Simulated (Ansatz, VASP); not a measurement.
One calculation of C, two programs

The input POSCAR:

```
C
1.0
    0.0000000000      2.1267565396      3.5617636613
    1.2279212041      0.0000000000      3.5617636613
    1.2279212041      2.1267565396      0.0000000000
C
2
Direct
    0.1770034888      0.7949205327      0.0899081064
    0.8332960723      0.1667039277      0.8332960723
```

INCAR.step1

```
SYSTEM = C
  PREC = Accurate
  ENCUT = 520
  ISMEAR = 0
  SIGMA = 0.05
  LREAL = .False.
  LASPH = .True.
  NELM = 100
  NBANDS = 11
  GGA = PE
  ALGO = Normal
  EDIFF = 1E-4
  LWAVE = .True.
  LCHARG = .False.
```

Contents of INCAR.step2:

```
SYSTEM = C
  PREC = Accurate
  ENCUT = 520
  EDIFF = 1E-7
  ISMEAR = 0
  SIGMA = 0.05
  LREAL = .False.
  LASPH = .True.
  NELM = 100
  ALGO = Normal
  ISIF = 2
  LWAVE = .False.
  LCHARG = .False.
  METAGGA = R2SCAN
  LMIXTAU = .True.
  NBANDS = 11
  ISTART = 1
```

Contents of KPOINTS:

```
regular mesh
0
Gamma
  14 14 14
  0 0 0
```

Input for Ansatz:

```yaml
crystal:
  lattice:
    - [0.0, 2.1267565396, 3.5617636613]
    - [1.2279212041, 0.0, 3.5617636613]
    - [1.2279212041, 2.1267565396, 0.0]
  atoms:
    - { symbol: C, position: [0.1770034888, 0.7949205327, 0.0899081064] }
    - { symbol: C, position: [0.8332960723, 0.1667039277, 0.8332960723] }
basis:
  ecutwfc: 500
kpoints:
  mp_grid: { grid: [14, 14, 14] }
hamiltonian:
  xc: r2scan
scf:
  occupations: { method: gaussian, width: 0.05 }
output:
  forces: true
  stress: true
  eigenvalues: true
```

Alike in both runs: task single point; functional r2SCAN; k mesh 14 × 14 × 14; occupations gaussian, width 0.05 eV; no spin polarisation.

|  | VASP | Ansatz |
| --- | --- | --- |
| version | VASP 6.6.1 | Ansatz 0.2.0 |
| potentials or method | VASP PAW PBE potentials, release 64 (C), cutoff 520 eV | scalar-relativistic, plane waves, PAW |
| valence electrons in the cell | 8 | 8 |

VASP gave:

```
gap on the k mesh at the Fermi level (eV)                     : none
pressure (GPa)                                                : 14.3
traceless stress, the component that is largest in VASP (GPa) : 22.93
rms of the force components (eV/Å)                            : 5.188
```

**Question.** Estimate Ansatz's values.

**Answer.** gap on the k mesh at the Fermi level (eV): none; pressure (GPa): 13.8; traceless stress, the component that is largest in VASP (GPa): 22.26; rms of the force components (eV/Å): 5.186.

VASP's potentials were made for PBE, not for r2SCAN. Atom by atom the forces differ by 0.020 eV/Å (rms over components). A gap of «none» marks a metal or a gap that the smearing closes. The functional is the same, so the differences come from potentials, cutoffs and numerics.
